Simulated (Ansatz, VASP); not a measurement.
# Pd: VASP beside Ansatz

File INCAR:

```
PREC = Accurate
ENCUT = 520
EDIFF = 1E-8
ISMEAR = -1
SIGMA = 0.05
LREAL = F
LASPH = T
NELM = 80
ALGO = Normal
ISIF = 2
LWAVE = F
LCHARG = F
GGA = PE
LEFG = T
NBANDS = 11
```

The input KPOINTS:

```
regular mesh
0
Gamma
  18 18 18
```

POSCAR

```
Pd
1.0
    0.0000000000      1.9186143454      1.9186143454
    1.9186143454      0.0000000000      1.9186143454
    1.9186143454      1.9186143454      0.0000000000
Pd
1
Direct
    0.0000000000      0.0000000000      0.0000000000
```

Input for Ansatz:

```yaml
crystal:
  lattice:
    - [0.0, 1.9186143454, 1.9186143454]
    - [1.9186143454, 0.0, 1.9186143454]
    - [1.9186143454, 1.9186143454, 0.0]
  atoms:
    - { symbol: Pd, position: [0.0, 0.0, 0.0] }
kpoints:
  mp_grid: { grid: [18, 18, 18] }
scf:
  occupations: { method: fermi_dirac, width: 0.05 }
hamiltonian:
  xc: pbe
  pseudopotentials: { kind: paw }
output:
  forces: true
  stress: true
  eigenvalues: true
  efg: { contact_densities: true }
```

Change from the starting cell: volume scaled by 0.96, PAW files.

Alike in both runs: task electric field gradients; functional PBE; k mesh 18 × 18 × 18; occupations fermi-dirac, width 0.05 eV; no spin polarisation.

```csv
,VASP,Ansatz
version,VASP 6.6.1,Ansatz 0.2.0
potentials or method,"VASP PAW PBE potentials, release 64 (Pd)","PAW with Ansatz's default frozen-core files, scalar-relativistic"
plane-wave cutoff (eV),520,420
valence electrons in the cell,10,18
```

|  | VASP | Ansatz | Ansatz less VASP |
| --- | --- | --- | --- |
| pressure (GPa) | 16.7 | 17.1 | +0.42 |

The functional is the same, so the differences come from potentials, cutoffs and numerics. VASP's potentials hold 10 valence electrons a cell and Ansatz's 18, so a difference there can come from the potentials and not from the codes.
